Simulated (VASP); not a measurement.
# Ti3O (P6_3/mcm) in VASP: a series of runs

Runs on Ti3O. Level: PBEsol. Tasks: single point.

All numbers are computed with VASP 6.6.1; they aren't measurements. Logs are shortened: lines on timing, memory, paths and dates and some standing lists are left out, and cuts for length are marked.

### 1 The cell of the first run

Symmetry: P6_3/mcm, No. 193, hexagonal system. Conventional cell: a = 5.445 Å, b = 5.445 Å, c = 4.846 Å, α = 90.00°, β = 90.00°, γ = 120.00°. Within 3.2 Å of Ti (site symmetry m2m) lie 2 O at 2.16 Å and 12 Ti at 3.01 to 3.16 Å. Within 2.9 Å of O (site symmetry -3m) lie 6 Ti at 2.16 Å and 2 O at 2.42 Å.

### 2 Single point, PBEsol (strain +0.0750 x Voigt [1, 1, 0, 0, 0, 0])

Contents of INCAR:

```
  ALGO = Normal
  EDIFF = 1E-7
  ENCUT = 520
  GGA = PS
  ISIF = 2
  ISMEAR = 0
  LASPH = T
  LCHARG = F
  LREAL = F
  LWAVE = F
  NBANDS = 52
  NELM = 60
  PREC = Accurate
  SIGMA = 0.15
```

Contents of KPOINTS:

```
k-points
0
Gamma
  12 12 8
```

Contents of POSCAR:

```
Ti3O
1.0
    5.4454066292      0.0000000000      0.0000000000
   -2.7227033146      4.7158604748      0.0000000000
    0.0000000000      0.0000000000      4.8458180485
Ti O
6 2
Direct
    0.0000000000      0.6708131061      0.7500000000
    0.0000000000      0.3291868939      0.2500000000
    0.6708131061      0.0000000000      0.7500000000
    0.6708131061      0.6708131061      0.2500000000
    0.3291868939      0.3291868939      0.7500000000
    0.3291868939      0.0000000000      0.2500000000
    0.0000000000      0.0000000000      0.5000000000
    0.0000000000      0.0000000000      0.0000000000
```

Potentials or basis: VASP PAW PBE potentials, release 64 (Ti_sv, O).

On the command line:

```
$ cat potpaw_PBE.64/Ti_sv/POTCAR potpaw_PBE.64/O/POTCAR > POTCAR
$ mpirun -np 1 vasp_std > vasp.out
```

OUTCAR:

```text
EDIFF = 1E-7
   ENCUT = 520
   GGA = PS
   ISIF = 2
   ISMEAR = 0
   LASPH = T
   LREAL = F
   NELM = 60
   PREC = Accurate

 ion  position               nearest neighbor table
   1  0.000  0.671  0.750-   7 2.16   8 2.16
   2  0.000  0.329  0.250-   7 2.16   8 2.16
   3  0.671  0.000  0.750-   7 2.16   8 2.16
   4  0.671  0.671  0.250-   7 2.16   8 2.16
   5  0.329  0.329  0.750-   7 2.16   8 2.16
   6  0.329  0.000  0.250-   7 2.16   8 2.16
   7  0.000  0.000  0.500-   1 2.16   2 2.16   4 2.16   5 2.16   3 2.16   6 2.16
   8  0.000  0.000  0.000-   1 2.16   2 2.16   4 2.16   5 2.16   3 2.16   6 2.16

  LATTYP: Found a hexagonal cell.
 ALAT       =     5.4454066292
 C/A-ratio  =     0.8898909445

  Lattice vectors:

 A1 = (   5.4454066292,   0.0000000000,   0.0000000000)
 A2 = (  -2.7227033146,   4.7158604748,   0.0000000000)
 A3 = (   0.0000000000,   0.0000000000,   4.8458180485)

Analysis of symmetry for initial positions (statically):
=====================================================================
 Subroutine PRICEL returns:
 Original cell was already a primitive cell.

 Routine SETGRP: Setting up the symmetry group for a
 hexagonal supercell.

 Subroutine GETGRP returns: Found 24 space group operations
 (whereof 12 operations were pure point group operations)
 out of a pool of 24 trial point group operations.

The static configuration has the point symmetry D_3d.
 The point group associated with its full space group is D_6h.

Analysis of symmetry for dynamics (positions and initial velocities):
=====================================================================
 Subroutine PRICEL returns:
 Original cell was already a primitive cell.

 Routine SETGRP: Setting up the symmetry group for a
 hexagonal supercell.

 Subroutine GETGRP returns: Found 24 space group operations
 (whereof 12 operations were pure point group operations)
 out of a pool of 24 trial point group operations.

The dynamic configuration has the point symmetry D_3d.
 The point group associated with its full space group is D_6h.

 Subroutine INISYM returns: Found 24 space group operations
 (whereof 12 operations are pure point group operations),
 and found     1 'primitive' translations

----------------------------------------------------------------------------------------

                                     Primitive cell

  volume of cell :     124.4395

  direct lattice vectors                    reciprocal lattice vectors
     5.445406629  0.000000000  0.000000000     0.183641015  0.106025189  0.000000000
    -2.722703315  4.715860475  0.000000000     0.000000000  0.212050379  0.000000000
     0.000000000  0.000000000  4.845818048     0.000000000  0.000000000  0.206363506

  length of vectors
     5.445406629  5.445406629  4.845818048     0.212050379  0.212050379  0.206363506

  position of ions in fractional coordinates (direct lattice)
     0.000000000  0.670813106  0.750000000
     0.000000000  0.329186894  0.250000000
     0.670813106  0.000000000  0.750000000
     0.670813106  0.670813106  0.250000000
     0.329186894  0.329186894  0.750000000
     0.329186894  0.000000000  0.250000000
     0.000000000  0.000000000  0.500000000
     0.000000000  0.000000000  0.000000000

  ion indices of the primitive-cell ions
   primitive index   ion index
                 1           1
                 2           2
                 3           3
                 4           4
                 5           5
                 6           6
                 7           7
                 8           8

----------------------------------------------------------------------------------------

 KPOINTS: k-points

Automatic generation of k-mesh.
 Grid dimensions read from file:
 generate k-points for:   12   12    8

 Generating k-lattice:

  Cartesian coordinates                     Fractional coordinates (reciprocal lattice)
     0.015303418  0.008835432  0.000000000     0.083333333 -0.000000000  0.000000000
     0.000000000  0.017670865  0.000000000     0.000000000  0.083333333  0.000000000
     0.000000000  0.000000000  0.025795438     0.000000000  0.000000000  0.125000000

  Length of vectors
     0.017670865  0.017670865  0.025795438

  Shift w.r.t. Gamma in fractional coordinates (k-lattice)
     0.000000000  0.000000000  0.000000000

 Subroutine IBZKPT returns following result:
 ===========================================

 Found     95 irreducible k-points:

 Following reciprocal coordinates:
            Coordinates               Weight
  0.000000  0.000000  0.000000      1.000000
  0.083333 -0.000000  0.000000      6.000000
  0.166667  0.000000  0.000000      6.000000
  0.250000  0.000000  0.000000      6.000000
  0.333333 -0.000000  0.000000      6.000000
  0.416667  0.000000  0.000000      6.000000
[... 16 lines left out ...]
  0.250000  0.000000  0.125000     12.000000
  0.333333 -0.000000  0.125000     12.000000
 [... further k-points ...]
   k-points           NKPTS =     95   k-points in BZ     NKDIM =     95   number of bands    NBANDS=     52
   number of dos      NEDOS =    301   number of ions     NIONS =      8
   total plane-waves  NPLWV =  57600
   dimension x,y,z NGX =    40 NGY =   40 NGZ =   36
   dimension x,y,z NGXF=    80 NGYF=   80 NGZF=   72
   ions per type =               6   2
   NGX,Y,Z   is equivalent  to a cutoff of  12.21, 12.21, 12.35 a.u.
   NGXF,Y,Z  is equivalent  to a cutoff of  24.42, 24.42, 24.70 a.u.
 SYSTEM =  unknown system
   PREC   = accura    normal or accurate (medium, high low for compatibility)
   ISTART =      0    job   : 0-new  1-cont  2-samecut
   ICHARG =      2    charge: 1-file 2-atom 10-const
   ISPIN  =      1    spin polarized calculation?
   LNONCOLLINEAR =      F non collinear calculations
   LSORBIT =      F    spin-orbit coupling
   LASPH  =      T    aspherical Exc in radial PAW
   ENCUT  =  520.0 eV  38.22 Ry    6.18 a.u.  10.12 10.12  9.01*2*pi/ulx,y,z
   NELM   =     60;   NELMIN=  2; NELMDL= -5     # of ELM steps
   EDIFF  = 0.1E-06   stopping-criterion for ELM
   LREAL  =      F    real-space projection
   EDIFFG = 0.1E-05   stopping-criterion for IOM
   NSW    =      0    number of steps for IOM
   IBRION =     -1    ionic relax: 0-MD 1-quasi-New 2-CG
   NFREE  =      0    steps in history (QN), initial steepest desc. (CG)
   ISIF   =      2    stress and relaxation
   ISYM   =      2    0-nonsym 1-usesym 2-fastsym
   POTIM  = 0.5000    time-step for ionic-motion
   TEBEG  =    0.0;   TEEND  =   0.0 temperature during run
   PSTRESS=    0.0 pullay stress
   NELECT =      84.0000    total number of electrons
   NUPDOWN=      -1.0000    fix difference up-down
   EMIN   =  10.00;   EMAX   =-10.00  energy-range for DOS
   EFERMI =   0.00;   METHOD = LEGACY
   ISMEAR =     0;   SIGMA  =   0.15  broadening in eV -4-tet -1-fermi 0-gaus
   EFERMI_NEDOS =   21; number of points for ismear=-14 and -15
   IALGO  =     38    algorithm
   IMIX   =      4    mixing-type and parameters
     AMIX     =   0.40;   BMIX     =  1.00
     AMIX_MAG =   1.60;   BMIX_MAG =  1.00
  volume/ion in A,a.u.               =      15.55       104.97
  Fermi-wavevector in a.u.,A,eV,Ry     =   1.436090  2.713818 28.060055  2.062356
  Thomas-Fermi vector in A             =   2.555317
   LORBIT       =      0    0 simple, 1 ext, 2 COOP (PROOUT), +10 PAW based schemes
   GGA     = PS    functional components
   LHFCALC =     F    Hartree Fock is set to
   AEXX    =    0.0000 exact exchange contribution
   IVDW    =     0    specifies the selected vdW correction
   LEPSILON=     F    determine dielectric tensor
   LRPA    =     F    only Hartree local field effects (RPA)
 non-spin polarized calculation
 Gauss-broadening in eV      SIGMA  =   0.15
  energy-cutoff  :      520.00
  volume of cell :      124.44
 maximum number of plane-waves:      3396
   NGX = 21   NGY = 21   NGZ = 19

 number of electron      84.0000014 magnetization

 Free energy of the ion-electron system (eV)
  ---------------------------------------------------
  ext. energy  EPLUGINS =         0.00000000
  ---------------------------------------------------
  free energy    TOTEN  =       -70.26625843 eV

  energy without entropy =      -70.19221743  energy(sigma->0) =      -70.22923793

 E-fermi :   7.6352     XC(G=0): -11.4596

 val. band max:        7.6335779762   @ k =   0.1667   0.0833   0.1250
 cond. band min:       7.6388592946   @ k =   0.1667   0.0000   0.0000
 fundamental gap:      0.0052813184
 Fermi energy:         7.6352417880

 k-point     1 :       0.0000    0.0000    0.0000
  band No.  band energies     occupation
      1     -49.5346      2.00000
      2     -49.4611      2.00000
      3     -49.4611      2.00000
      4     -49.4561      2.00000
      5     -49.4551      2.00000
      6     -49.4551      2.00000
[... 44 lines left out ...]
     51       8.9023      0.00000
     52       9.1977      0.00000

 k-point     2 :       0.0833   -0.0000    0.0000
  band No.  band energies     occupation
      1     -49.5335      2.00000
      2     -49.4636      2.00000
      3     -49.4631      2.00000
      4     -49.4558      2.00000
      5     -49.4537      2.00000
      6     -49.4534      2.00000
[... 44 lines left out ...]
     51       8.9253      0.00000
     52       9.2522      0.00000

 k-point     3 :       0.1667    0.0000    0.0000
  band No.  band energies     occupation
      1     -49.5302      2.00000
      2     -49.4688      2.00000
      3     -49.4666      2.00000
      4     -49.4549      2.00000
      5     -49.4519      2.00000
      6     -49.4509      2.00000
[... 44 lines left out ...]
     51       8.9920      0.00000
     52       9.3569      0.00000
[... 1046 lines left out ...]
 k-point    23 :       0.2500    0.0000    0.1250
  band No.  band energies     occupation
      1     -49.5223      2.00000
      2     -49.4744      2.00000
      3     -49.4692      2.00000
      4     -49.4562      2.00000
      5     -49.4513      2.00000
      6     -49.4499      2.00000
[... 44 lines left out ...]
     51       9.1116      0.00000
     52       9.3135      0.00000

 k-point    24 :       0.3333   -0.0000    0.1250
  band No.  band energies     occupation
      1     -49.5157      2.00000
      2     -49.4818      2.00000
      3     -49.4718      2.00000
      4     -49.4545      2.00000
      5     -49.4506      2.00000
      6     -49.4491      2.00000
[... 44 lines left out ...]
     51       9.1911      0.00000
     52       9.2054      0.00000

 [... further k-points ...]
[... 5 lines left out ...]
  --------------------------------------------------------------------------------------
  -------------------------------------------------------------------------------------
  Total      -16.3490711    -16.3490711     -8.3961155      0.0000000      0.0000000      0.0000000
  in kB     -210.4967028   -210.4967028   -108.1012256      0.0000000      0.0000000      0.0000000
  external PRESSURE =    -176.3648771 kB  Pullay stress =       0.0000000 kB

 VOLUME and BASIS-vectors are now :
 -----------------------------------------------------------------------------
  energy-cutoff  :      520.00
  volume of cell :      124.44
      direct lattice vectors                 reciprocal lattice vectors
     5.445406629  0.000000000  0.000000000     0.183641015  0.106025189  0.000000000
    -2.722703315  4.715860475  0.000000000     0.000000000  0.212050379  0.000000000
     0.000000000  0.000000000  4.845818048     0.000000000  0.000000000  0.206363506

 POSITION                                       TOTAL-FORCE (eV/Angst)
 -----------------------------------------------------------------------------------
     -1.82643      3.16346      3.63436        -0.511857      0.886563      0.000000
     -0.89628      1.55240      1.21145         0.511857     -0.886563      0.000000
      3.65285      0.00000      3.63436         1.023715     -0.000000      0.000000
      1.82643      3.16346      1.21145         0.511857      0.886563      0.000000
      0.89628      1.55240      3.63436        -0.511857     -0.886563     -0.000000
      1.79256      0.00000      1.21145        -1.023715      0.000000      0.000000
      0.00000      0.00000      2.42291        -0.000000     -0.000000     -0.000000
      0.00000      0.00000      0.00000        -0.000000     -0.000000     -0.000000
 -----------------------------------------------------------------------------------
    total drift:                               -0.000000      0.000000     -0.000000

  FREE ENERGIE OF THE ION-ELECTRON SYSTEM (eV)
  ---------------------------------------------------
  free  energy   TOTEN  =       -70.2662584267 eV

  energy  without entropy=      -70.1922174291  energy(sigma->0) =      -70.22923793
```

Run time: 7.7 min. Hardware: 1 thread of Intel Xeon 6975P-C (Granite Rapids), shared host; peak memory 0.52 GiB.

What came out:

* Free energy: -70.2663 eV
* Pressure: -17.6 GPa
* Largest force: 1.024 eV/Å
* Band gap on the k mesh: zero (bands 42 and 43 overlap by 0.59 eV)

Forces in eV/Å, atoms in the order of the input:
```
Ti  -0.512  0.887  0.000
Ti   0.512 -0.887  0.000
Ti   1.024  0.000  0.000
Ti   0.512  0.887  0.000
Ti  -0.512 -0.887  0.000
Ti  -1.024  0.000  0.000
O    0.000  0.000  0.000
O    0.000  0.000  0.000
```

Levels at points of the mesh, in eV from the Fermi level:
```
           k point  band 39  band 40  band 41  band 42  band 43  band 44  band 45  band 46
(0.00, 0.00, 0.00)    -0.86    -0.86    -0.55    -0.09    -0.09     0.50     0.67     0.67
(0.50, 0.00, 0.00)    -0.99    -0.90    -0.84     0.09     0.30     0.49     0.50     0.67
(0.00, 0.00, 0.50)    -0.83    -0.83    -0.18    -0.18    -0.18    -0.18     0.12     0.12
(0.50, 0.00, 0.50)    -0.73    -0.73    -0.65    -0.65    -0.04    -0.04     0.47     0.47
```

Caveat: the cell differs from its parent crystal (strain +0.0750 x Voigt [1, 1, 0, 0, 0, 0]); the cell stands under tension; the PAW data sets were made with another functional, which shifts forces and pressure a little.

### 3 Single point, PBEsol (strain +0.1125 x Voigt [1, 1, 0, 0, 0, 0])

Contents of INCAR:

```
SYSTEM = Ti3O
PREC = Accurate
ENCUT = 520
EDIFF = 1E-6
ISMEAR = 0
SIGMA = 0.15
LREAL = .False.
LASPH = .True.
NELM = 80
ALGO = Normal
ISIF = 2
LWAVE = .False.
LCHARG = .True.
GGA = PS
LELF = .True.
LVHAR = .True.
NBANDS = 52
```

Contents of KPOINTS:

```
Automatic mesh
0
Gamma
  12 12 8
  0 0 0
```

Changes to POSCAR since step 2:

```diff
@@ -2,4 +2,4 @@
 1.0
-    5.4454066292      0.0000000000      0.0000000000
-   -2.7227033146      4.7158604748      0.0000000000
+    5.6353626744      0.0000000000      0.0000000000
+   -2.8176813372      4.8803672356      0.0000000000
     0.0000000000      0.0000000000      4.8458180485
```

Potentials or basis: VASP PAW PBE potentials, release 64 (Ti_sv, O).

On the command line:

```
$ cat potpaw_PBE.64/Ti_sv/POTCAR potpaw_PBE.64/O/POTCAR > POTCAR
$ mpirun -np 1 vasp_std > vasp.out
```

Wall time 7.1 min (1 thread of Intel Xeon 6975P-C (Granite Rapids), shared host); peak memory 0.55 GiB.

The run converged. Its results:

* Free energy: -68.9328 eV
* Pressure: -22.4 GPa
* Largest force: 1.387 eV/Å
* Band gap on the k mesh: zero (bands 42 and 43 overlap by 0.45 eV)

Forces on the atoms (eV/Å):
```
Ti  -0.693  1.201  0.000
Ti   0.693 -1.201  0.000
Ti   1.387  0.000  0.000
Ti   0.693  1.201  0.000
Ti  -0.693 -1.201  0.000
Ti  -1.387  0.000  0.000
O    0.000  0.000  0.000
O    0.000  0.000  0.000
```

Stress tensor (GPa, compression positive):
```
-27.09   0.00   0.00
  0.00 -27.09   0.00
  0.00   0.00 -13.06
```

Levels at points of the mesh, in eV from the Fermi level:
```tsv
k point	band 38	band 39	band 40	band 41	band 42	band 43	band 44	band 45	band 46	band 47
(0.00, 0.00, 0.00)	-1.14	-0.88	-0.88	-0.47	-0.03	-0.03	0.64	0.64	0.64	0.64
(0.50, 0.00, 0.00)	-1.24	-0.87	-0.87	-0.83	0.06	0.21	0.38	0.54	0.56	0.78
(0.00, 0.00, 0.50)	-0.77	-0.77	-0.77	-0.21	-0.21	-0.21	-0.21	0.24	0.24	1.13
(0.50, 0.00, 0.50)	-0.76	-0.69	-0.69	-0.55	-0.55	-0.06	-0.06	0.47	0.47	0.77
```

Caveat: the cell differs from its parent crystal (strain +0.1125 x Voigt [1, 1, 0, 0, 0, 0]); the cell stands under tension; the PAW data sets were made with another functional, which shifts forces and pressure a little.
